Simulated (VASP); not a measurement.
Wanted: the native input for a VASP 6.6.1 run.

```yaml
Task: single point
Functional: PBEsol
Potentials_or_basis: VASP PAW PBE potentials, release 64 (Mg, O)
Cutoff: 520 eV
k_mesh: 9 × 9 × 6
Occupations: gaussian, width 0.05 eV
Spin: no spin polarisation
Dipole_correction: no
Further_INCAR_settings: ALGO = Normal; EDIFF = 1e-07; NBANDS = 16
```

The structure of MgO lies in POSCAR:

```
MgO
1.0
    3.3783000000      0.0000000000      0.0000000000
   -1.6891500000      2.9256936216      0.0000000000
    0.0000000000      0.0000000000      3.9850000000
Mg O
2 2
Direct
    0.6666666667      0.3333333333      0.7500000000
    0.3333333333      0.6666666667      0.2500000000
    0.6666666667      0.3333333333      0.2500000000
    0.3333333333      0.6666666667      0.7500000000
```

These files were run (other wordings do the same):

INCAR

```
SYSTEM = MgO
PREC = Accurate ; ENCUT = 520
EDIFF = 1E-7 ; ISMEAR = 0
SIGMA = 0.05 ; LREAL = .False.
LASPH = .True. ; NELM = 60
ALGO = Normal ; ISIF = 2
LWAVE = .False. ; LCHARG = .False.
GGA = PS ; NBANDS = 16
```

KPOINTS

```
Automatic mesh
0
Gamma
  9 9 6
  0 0 0
```

Potentials or basis: VASP PAW PBE potentials, release 64 (Mg, O).

The run is started by

```sh
$ cat potpaw_PBE.64/Mg/POTCAR potpaw_PBE.64/O/POTCAR > POTCAR
$ mpirun -np 1 vasp_std > vasp.out
```

It gave:

The pressure is 19.9 GPa and the band gap on the k mesh is 3.88 eV, direct.

Caveat: the PAW data sets were made with another functional, which shifts forces and pressure a little.

It took 29 s on 1 thread of AMD EPYC 7R43 64-Core Processor (Zen 3), with other jobs on the host, peak memory 0.14 GiB.
